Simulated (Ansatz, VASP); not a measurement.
Two plane-wave programs on SnTe

The input INCAR:

```
SYSTEM = SnTe
  PREC = Accurate
  ENCUT = 600
  EDIFF = 1E-7
  ISMEAR = 0
  SIGMA = 0.01
  LREAL = .False.
  LASPH = .True.
  NELM = 100
  ALGO = Normal
  ISIF = 3
  LWAVE = .False.
  LCHARG = .False.
  GGA = PS
  IBRION = 2
  NSW = 100
  EDIFFG = -0.002
```

File KPOINTS:

```
Automatic mesh
0
Gamma
  10 10 10
  0 0 0
```

POSCAR

```
SnTe
1.0
    0.0000000000      3.1508500000      3.1508500000
    3.1508500000      0.0000000000      3.1508500000
    3.1508500000      3.1508500000      0.0000000000
Sn Te
1 1
Direct
    0.0000000000      0.0000000000      0.0000000000
    0.5000000000      0.5000000000      0.5000000000
```

Input for Ansatz:

```yaml
crystal:
  lattice:
    - [0.0, 3.15085, 3.15085]
    - [3.15085, 0.0, 3.15085]
    - [3.15085, 3.15085, 0.0]
  atoms:
    - { symbol: Sn, position: [0.0, 0.0, 0.0] }
    - { symbol: Te, position: [0.5, 0.5, 0.5] }
kpoints:
  mp_grid: { grid: [10, 10, 10] }
scf:
  occupations: { method: fixed }
  mixing: { algorithm: broyden, beta: 0.3 }
hamiltonian:
  xc: pbesol
  pseudopotentials: { kind: paw }
relax:
  f_tol: 0.002
  max_steps: 80
  cell: {}
output:
  forces: true
  stress: true
```

Alike in both runs: task relaxation of cell and atoms; functional PBEsol; k mesh 10 × 10 × 10; no spin polarisation.

```csv
,VASP,Ansatz
version,VASP 6.6.1,Ansatz 0.2.0
potentials or method,"VASP PAW PBE potentials, release 64 (Sn_d, Te)","PAW with Ansatz's default frozen-core files, scalar-relativistic"
plane-wave cutoff (eV),600,420
occupations,"gaussian, width 0.01 eV",fixed
valence electrons in the cell,20,30
```

|  | VASP | Ansatz | Ansatz less VASP |
| --- | --- | --- | --- |
| relaxed volume (Å³/atom) | 31.10 | 31.08 | -0.019 |
| relaxed cell length with the largest relative difference (Å) | 4.447 | 4.446 | -0.0009 |

VASP's potentials were made for PBE, not for PBEsol. VASP's potentials hold 20 valence electrons a cell and Ansatz's 30, so a difference there can come from the potentials and not from the codes.

Spin-orbit coupling is off throughout.
